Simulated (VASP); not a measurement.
# Ga (P6_3/mmc) in VASP: further runs

The runs below take Ga through single point, with LDA.

Everything below comes from runs of VASP 6.6.1. Logs are shortened: lines on timing, memory, paths and dates and some standing lists are left out, and cuts for length are marked.

## 1. The cell of the first run

Symmetry: P6_3/mmc, No. 194, hexagonal system. Conventional cell: a = 2.853 Å, b = 2.853 Å, c = 4.505 Å, α = 90.00°, β = 90.00°, γ = 120.00°. Within 3.7 Å of Ga (site symmetry -6m2) lie 12 Ga at 2.79 to 2.85 Å.

This isn't the form of Ga at room conditions, which is orthorhombic.

## 2. Single point, LDA (15.88 Å³/atom)

The input, INCAR:

```
ALGO = Normal
EDIFF = 1E-6
ENCUT = 520
GGA = CA
ISIF = 2
ISMEAR = -1
LASPH = True
LCHARG = False
LREAL = False
LWAVE = False
NBANDS = 20
NELM = 100
PREC = Accurate
SIGMA = 0.1
```

The input, KPOINTS:

```
k-points
0
Gamma
  14 14 8
```

The input, POSCAR:

```
Ga
1.0
    2.8532554367      0.0000000000      0.0000000000
   -1.4266277184      2.4709916916      0.0000000000
    0.0000000000      0.0000000000      4.5046117260
Ga
2
Direct
    0.3333333333      0.6666666667      0.2500000000
    0.6666666667      0.3333333333      0.7500000000
```

Potentials or basis: VASP PAW LDA potentials, release 64 (Ga_d).

Command:

```console
$ cat potpaw_LDA.64/Ga_d/POTCAR > POTCAR
$ mpirun -np 1 vasp_std > vasp.out
```

OUTCAR:

```text
EDIFF = 1E-6
   ENCUT = 520
   GGA = CA
   ISIF = 2
   ISMEAR = -1
   LASPH = True
   LREAL = False
   NELM = 100
   PREC = Accurate

 ion  position               nearest neighbor table
   1  0.333  0.667  0.250-   2 2.79   2 2.79   2 2.79   2 2.79   2 2.79   2 2.79
   2  0.667  0.333  0.750-   1 2.79   1 2.79   1 2.79   1 2.79   1 2.79   1 2.79

  LATTYP: Found a hexagonal cell.
 ALAT       =     2.8532554367
 C/A-ratio  =     1.5787621634

  Lattice vectors:

 A1 = (   2.8532554367,   0.0000000000,   0.0000000000)
 A2 = (  -1.4266277184,   2.4709916916,   0.0000000000)
 A3 = (   0.0000000000,   0.0000000000,   4.5046117260)

Analysis of symmetry for initial positions (statically):
=====================================================================
 Subroutine PRICEL returns:
 Original cell was already a primitive cell.

 Routine SETGRP: Setting up the symmetry group for a
 hexagonal supercell.

 Subroutine GETGRP returns: Found 24 space group operations
 (whereof 12 operations were pure point group operations)
 out of a pool of 24 trial point group operations.

The static configuration has the point symmetry D_3d.
 The point group associated with its full space group is D_6h.

Analysis of symmetry for dynamics (positions and initial velocities):
=====================================================================
 Subroutine PRICEL returns:
 Original cell was already a primitive cell.

 Routine SETGRP: Setting up the symmetry group for a
 hexagonal supercell.

 Subroutine GETGRP returns: Found 24 space group operations
 (whereof 12 operations were pure point group operations)
 out of a pool of 24 trial point group operations.

The dynamic configuration has the point symmetry D_3d.
 The point group associated with its full space group is D_6h.

 Subroutine INISYM returns: Found 24 space group operations
 (whereof 12 operations are pure point group operations),
 and found     1 'primitive' translations

----------------------------------------------------------------------------------------

                                     Primitive cell

  volume of cell :      31.7592

  direct lattice vectors                    reciprocal lattice vectors
     2.853255437  0.000000000  0.000000000     0.350476858  0.202347908  0.000000000
    -1.426627718  2.470991692  0.000000000     0.000000000  0.404695816  0.000000000
     0.000000000  0.000000000  4.504611726     0.000000000  0.000000000  0.221994716

  length of vectors
     2.853255437  2.853255437  4.504611726     0.404695816  0.404695816  0.221994716

  position of ions in fractional coordinates (direct lattice)
     0.333333333  0.666666667  0.250000000
     0.666666667  0.333333333  0.750000000

  ion indices of the primitive-cell ions
   primitive index   ion index
                 1           1
                 2           2

----------------------------------------------------------------------------------------

 KPOINTS: k-points

Automatic generation of k-mesh.
 Grid dimensions read from file:
 generate k-points for:   14   14    8

 Generating k-lattice:

  Cartesian coordinates                     Fractional coordinates (reciprocal lattice)
     0.025034061  0.014453422  0.000000000     0.071428571  0.000000000  0.000000000
     0.000000000  0.028906844  0.000000000     0.000000000  0.071428571  0.000000000
     0.000000000  0.000000000  0.027749339     0.000000000  0.000000000  0.125000000

  Length of vectors
     0.028906844  0.028906844  0.027749339

  Shift w.r.t. Gamma in fractional coordinates (k-lattice)
     0.000000000  0.000000000  0.000000000

 Subroutine IBZKPT returns following result:
 ===========================================

 Found    120 irreducible k-points:

 Following reciprocal coordinates:
            Coordinates               Weight
  0.000000  0.000000  0.000000      1.000000
  0.071429  0.000000  0.000000      6.000000
  0.142857  0.000000  0.000000      6.000000
  0.214286  0.000000  0.000000      6.000000
  0.285714 -0.000000  0.000000      6.000000
  0.357143  0.000000  0.000000      6.000000
[... 16 lines left out ...]
  0.285714  0.285714  0.000000      6.000000
  0.357143  0.285714  0.000000      6.000000
 [... further k-points ...]
   k-points           NKPTS =    120   k-points in BZ     NKDIM =    120   number of bands    NBANDS=     20
   number of dos      NEDOS =    301   number of ions     NIONS =      2
   total plane-waves  NPLWV =  20736
   dimension x,y,z NGX =    24 NGY =   24 NGZ =   36
   dimension x,y,z NGXF=    48 NGYF=   48 NGZF=   72
   ions per type =               2
   NGX,Y,Z   is equivalent  to a cutoff of  13.98, 13.98, 13.29 a.u.
   NGXF,Y,Z  is equivalent  to a cutoff of  27.97, 27.97, 26.57 a.u.
 SYSTEM =  unknown system
   PREC   = accura    normal or accurate (medium, high low for compatibility)
   ISTART =      0    job   : 0-new  1-cont  2-samecut
   ICHARG =      2    charge: 1-file 2-atom 10-const
   ISPIN  =      1    spin polarized calculation?
   LNONCOLLINEAR =      F non collinear calculations
   LSORBIT =      F    spin-orbit coupling
   LASPH  =      T    aspherical Exc in radial PAW
   ENCUT  =  520.0 eV  38.22 Ry    6.18 a.u.   5.31  5.31  8.38*2*pi/ulx,y,z
   NELM   =    100;   NELMIN=  2; NELMDL= -5     # of ELM steps
   EDIFF  = 0.1E-05   stopping-criterion for ELM
   LREAL  =      F    real-space projection
   EDIFFG = 0.1E-04   stopping-criterion for IOM
   NSW    =      0    number of steps for IOM
   IBRION =     -1    ionic relax: 0-MD 1-quasi-New 2-CG
   NFREE  =      0    steps in history (QN), initial steepest desc. (CG)
   ISIF   =      2    stress and relaxation
   ISYM   =      2    0-nonsym 1-usesym 2-fastsym
   POTIM  = 0.5000    time-step for ionic-motion
   TEBEG  =    0.0;   TEEND  =   0.0 temperature during run
   PSTRESS=    0.0 pullay stress
   NELECT =      26.0000    total number of electrons
   NUPDOWN=      -1.0000    fix difference up-down
   EMIN   =  10.00;   EMAX   =-10.00  energy-range for DOS
   EFERMI =   0.00;   METHOD = LEGACY
   ISMEAR =    -1;   SIGMA  =   0.10  broadening in eV -4-tet -1-fermi 0-gaus
   EFERMI_NEDOS =   21; number of points for ismear=-14 and -15
   IALGO  =     38    algorithm
   IMIX   =      4    mixing-type and parameters
     AMIX     =   0.40;   BMIX     =  1.00
     AMIX_MAG =   1.60;   BMIX_MAG =  1.00
  volume/ion in A,a.u.               =      15.88       107.16
  Fermi-wavevector in a.u.,A,eV,Ry     =   1.531474  2.894065 31.911259  2.345411
  Thomas-Fermi vector in A             =   2.638813
   LORBIT       =      0    0 simple, 1 ext, 2 COOP (PROOUT), +10 PAW based schemes
   GGA     = CA    functional components
   LHFCALC =     F    Hartree Fock is set to
   AEXX    =    0.0000 exact exchange contribution
   IVDW    =     0    specifies the selected vdW correction
   LEPSILON=     F    determine dielectric tensor
   LRPA    =     F    only Hartree local field effects (RPA)
 non-spin polarized calculation
  energy-cutoff  :      520.00
  volume of cell :       31.76
 maximum number of plane-waves:       880
 NGX is ok and might be reduce to    24
   NGX = 11   NGY = 11   NGZ = 17

 number of electron      26.0000002 magnetization

 Free energy of the ion-electron system (eV)
  ---------------------------------------------------
  ext. energy  EPLUGINS =         0.00000000
  ---------------------------------------------------
  free energy    TOTEN  =        -7.04066671 eV

  energy without entropy =       -7.01264294  energy(sigma->0) =       -7.02665482

 E-fermi :   7.0781     XC(G=0): -12.2362

 val. band max:        7.0464812409   @ k =   0.2857   0.2143   0.0000
 cond. band min:       7.0867267317   @ k =   0.0714   0.0714   0.2500
 fundamental gap:      0.0402454908
 Fermi energy:         7.0781105372

 k-point     1 :       0.0000    0.0000    0.0000
  band No.  band energies     occupation
      1      -8.2846      2.00000
      2      -8.1052      2.00000
      3      -8.1052      2.00000
      4      -8.1044      2.00000
      5      -8.0649      2.00000
      6      -8.0649      2.00000
[... 12 lines left out ...]
     19      22.1619      0.00000
     20      22.3314      0.00000

 k-point     2 :       0.0714    0.0000    0.0000
  band No.  band energies     occupation
      1      -8.2739      2.00000
      2      -8.1310      2.00000
      3      -8.0908      2.00000
      4      -8.0770      2.00000
      5      -8.0654      2.00000
      6      -8.0519      2.00000
[... 12 lines left out ...]
     19      22.3348      0.00000
     20      22.9088      0.00000

 k-point     3 :       0.1429    0.0000    0.0000
  band No.  band energies     occupation
      1      -8.2561      2.00000
      2      -8.1500      2.00000
      3      -8.0728      2.00000
      4      -8.0667      2.00000
      5      -8.0572      2.00000
      6      -8.0503      2.00000
[... 12 lines left out ...]
     19      20.9486      0.00000
     20      23.9241      0.00000

 k-point     4 :       0.2143    0.0000    0.0000
  band No.  band energies     occupation
      1      -8.2675      2.00000
      2      -8.1469      2.00000
      3      -8.1118      2.00000
      4      -8.0823      2.00000
      5      -8.0729      2.00000
      6      -7.9918      2.00000
[... 12 lines left out ...]
     19      20.3660      0.00000
     20      23.0045      0.00000

 k-point     5 :       0.2857   -0.0000    0.0000
  band No.  band energies     occupation
      1      -8.3034      2.00000
      2      -8.1691      2.00000
      3      -8.1547      2.00000
      4      -8.1082      2.00000
      5      -8.0470      2.00000
      6      -7.9452      2.00000
[... 12 lines left out ...]
     19      19.5645      0.00000
     20      22.2069      0.00000
[... 353 lines left out ...]
      6      -7.9837      2.00000
[... 12 lines left out ...]
     19      15.8879      0.00000
     20      23.1760      0.00000

 k-point    22 :       0.3571    0.2143    0.0000
  band No.  band energies     occupation
      1      -8.2999      2.00000
      2      -8.2445      2.00000
      3      -8.1366      2.00000
      4      -8.1150      2.00000
      5      -8.0263      2.00000
      6      -7.9774      2.00000
[... 12 lines left out ...]
     19      15.4865      0.00000
     20      22.9917      0.00000

 k-point    23 :       0.2857    0.2857    0.0000
  band No.  band energies     occupation
      1      -8.3030      2.00000
      2      -8.1737      2.00000
      3      -8.1682      2.00000
      4      -8.1044      2.00000
      5      -8.0359      2.00000
      6      -7.9973      2.00000
[... 12 lines left out ...]
     19      14.6108      0.00000
     20      25.9119      0.00000

 k-point    24 :       0.3571    0.2857    0.0000
  band No.  band energies     occupation
      1      -8.3117      2.00000
      2      -8.1735      2.00000
      3      -8.1306      2.00000
      4      -8.0901      2.00000
      5      -8.0545      2.00000
      6      -8.0326      2.00000
[... 12 lines left out ...]
     19      14.2030      0.00000
     20      26.1077      0.00000

 [... further k-points ...]

------------------------ aborting loop because EDIFF is reached ----------------------------------------

  FORCE on cell =-STRESS in cart. coord.  units (eV):
  Direction    XX          YY          ZZ          XY          YZ          ZX
  --------------------------------------------------------------------------------------
  -------------------------------------------------------------------------------------
  Total        1.3021282      1.3021282      1.4402002     -0.0000000      0.0000000      0.0000000
  in kB       65.6893588     65.6893588     72.6547730     -0.0000000      0.0000000      0.0000000
  external PRESSURE =      68.0111636 kB  Pullay stress =       0.0000000 kB

 VOLUME and BASIS-vectors are now :
 -----------------------------------------------------------------------------
  energy-cutoff  :      520.00
  volume of cell :       31.76
      direct lattice vectors                 reciprocal lattice vectors
     2.853255437  0.000000000  0.000000000     0.350476858  0.202347908  0.000000000
    -1.426627718  2.470991692  0.000000000     0.000000000  0.404695816  0.000000000
     0.000000000  0.000000000  4.504611726     0.000000000  0.000000000  0.221994716

 POSITION                                       TOTAL-FORCE (eV/Angst)
 -----------------------------------------------------------------------------------
     -0.00000      1.64733      1.12615         0.000000     -0.000000      0.000000
      1.42663      0.82366      3.37846        -0.000000      0.000000     -0.000000
 -----------------------------------------------------------------------------------
    total drift:                               -0.000000      0.000000      0.000000

  FREE ENERGIE OF THE ION-ELECTRON SYSTEM (eV)
  ---------------------------------------------------
  free  energy   TOTEN  =        -7.0406667061 eV

  energy  without entropy=       -7.0126429404  energy(sigma->0) =       -7.02665482
```

Run time: 63 s. Hardware: 1 thread of Intel Xeon 8259CL, shared host; peak memory 0.18 GiB.

Results:

```yaml
Free_energy: -7.0407 eV
Pressure: 6.8 GPa
Band_gap_on_the_k_mesh: zero (bands 13 and 14 overlap by 9.11 eV)
```

Stress tensor (GPa, compression positive):
```
6.57 0.00 0.00
0.00 6.57 0.00
0.00 0.00 7.27
```

Levels at points of the mesh, in eV from the Fermi level:
```csv
k point,band 9,band 10,band 11,band 12,band 13,band 14,band 15,band 16,band 17,band 18
"(0.00, 0.00, 0.00)",-14.88,-14.88,-12.50,-4.70,-4.67,10.45,10.45,12.72,12.72,14.90
"(0.50, 0.00, 0.00)",-14.86,-14.85,-6.29,-5.72,0.97,1.00,1.29,3.36,4.99,8.93
"(0.00, 0.00, 0.50)",-14.95,-14.95,-10.56,-10.56,4.79,4.79,11.95,11.95,11.95,11.95
"(0.50, 0.00, 0.50)",-14.87,-14.87,-4.50,-4.50,-3.67,-3.67,7.07,7.07,8.80,8.80
```

Caveat: the cell stands under pressure.

(Part 1 of 2 ends here.)
